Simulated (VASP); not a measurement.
## Mo8Se15 (a cell with a defect): single point with PBE

The system is Mo8Se15 (a cell with a defect).

```
CELL_PARAMETERS angstrom
3.29517 5.70740 0.00000
-3.29517 5.70740 0.00000
0.00000 0.00000 12.92813
ATOMIC_POSITIONS crystal
Se 0.19105 0.10307 0.63446
Se 0.30250 0.39539 0.11211
Se 0.20704 0.10013 0.88844
Se 0.30667 0.38706 0.36696
Se 0.19327 0.61356 0.63270
Se 0.29290 0.90048 0.11122
Se 0.19745 0.60524 0.88754
Se 0.30887 0.89756 0.36520
Se 0.70600 0.10306 0.63447
Se 0.69293 0.10013 0.88844
Se 0.80013 0.40013 0.36608
Se 0.69981 0.60049 0.63358
Se 0.80701 0.90048 0.11121
Se 0.74997 0.50035 0.99983
Se 0.79395 0.89756 0.36520
Mo 0.12560 0.23402 0.23792
Mo 0.36431 0.27149 0.75941
Mo 0.13563 0.72912 0.24025
Mo 0.37433 0.76661 0.76173
Mo 0.64077 0.23402 0.23792
Mo 0.86091 0.27829 0.76626
Mo 0.63903 0.72234 0.23341
Mo 0.85917 0.76661 0.76173
```

```yaml
Program: VASP 6.6.1
Task: single point
Functional: PBE
Potentials_or_basis: VASP PAW PBE potentials, release 64 (Se, Mo_sv)
Cutoff: 520 eV
k_mesh: 3 × 3 × 1
Occupations: gaussian, width 0.1 eV
Spin: no spin polarisation
```

* Pressure: 0.8 GPa
* Largest force: 0.055 eV/Å
* Band gap on the k mesh: 0.14 eV

Forces in eV/Å, atoms in the order of the input:
```
Se   0.001  0.004 -0.039
Se  -0.009  0.004 -0.031
Se  -0.008  0.002  0.026
Se  -0.006  0.003  0.030
Se   0.005 -0.003 -0.024
Se   0.009 -0.003 -0.024
Se   0.007 -0.003  0.031
Se  -0.001 -0.004  0.037
Se  -0.003 -0.002 -0.038
Se  -0.006  0.006  0.028
Se  -0.005  0.005  0.053
Se   0.007 -0.004 -0.054
Se   0.008 -0.007 -0.024
Se   0.000  0.001 -0.004
Se   0.001  0.001  0.037
Mo  -0.006 -0.007 -0.025
Mo  -0.011  0.006 -0.011
Mo   0.010 -0.006  0.008
Mo   0.007  0.007  0.026
Mo   0.003  0.009 -0.025
Mo   0.012 -0.007  0.015
Mo  -0.013  0.007 -0.017
Mo  -0.003 -0.009  0.026
```

Stress tensor (GPa, compression positive):
```
 0.05 -0.03 -0.68
-0.03  0.01  0.39
-0.68  0.39  2.42
```

Levels at points of the mesh, in eV from the valence-band top:
```
           k point  band 98  band 99  band 100  band 101  band 102  band 103  band 104  band 105
(0.00, 0.00, 0.00)    -0.36    -0.32     -0.09      0.00      0.72      0.76      1.00      1.05
```

Run time: 15 min on 1 thread of Oxide Virtual Turin-like Processor, with other jobs on the host, peak memory 0.57 GiB.

Caveat: the k points lie up to 0.49 Å⁻¹ apart; semilocal functionals underestimate gaps, and a narrow one can read as zero.
